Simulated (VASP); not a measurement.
Ti:

```
Ti
1.0
     2.93858    0.00000    0.00000
    -1.46929    2.54489    0.00000
     0.00000    0.00000    4.65043
Ti
2
Cartesian
  0.0000 1.6966 1.1626
  1.4693 0.8483 3.4878
```

```yaml
Program: VASP 6.6.1
Task: relaxation of cell and atoms
Functional: LDA
Potentials_or_basis: VASP PAW LDA potentials, release 64 (Ti_sv)
Cutoff: 600 eV
k_mesh: 18 × 18 × 10
Occupations: gaussian, width 0.1 eV
Spin: no spin polarisation
```

At the start: pressure -8.8 GPa; volume 17.39 Å³/atom.

Where does the relaxation end?

Over 12 steps the energy falls by 37.2 meV/atom and the volume is 16.08 Å³/atom (-7.5 %); space group P6_3/mmc (No. 194, to 0.1 Å) before and after.

The path:
```
step  energy change (eV)  largest force (eV/Å)  pressure (GPa)  volume (Å³)
   1              0.0000                0.0000           -8.84        34.78
   2             -0.0209                0.0000            8.70        30.17
   3             -0.0743                0.0000           -0.20        32.22
   4             -0.0743                0.0000           -0.12        32.17
   5             -0.0743                0.0000            0.17        32.10
   6             -0.0743                0.0000            0.02        32.17
   7             -0.0743                0.0000            0.04        32.18
   8             -0.0743                0.0000           -0.06        32.20
   9             -0.0743                0.0000           -0.17        32.19
  10             -0.0743                0.0000           -0.16        32.18
  11             -0.0743                0.0000            0.18        32.11
  12             -0.0743                0.0000           -0.02        32.16
```

Final structure:
```yaml
crystal:
  lattice:
    - [2.86275, 0.00000, 0.00000]
    - [-1.43138, 2.47922, 0.00000]
    - [0.00000, 0.00000, 4.53155]
  atoms:
    - { symbol: Ti, position: [0.33333, 0.66667, 0.25000] }
    - { symbol: Ti, position: [0.66667, 0.33333, 0.75000] }
```
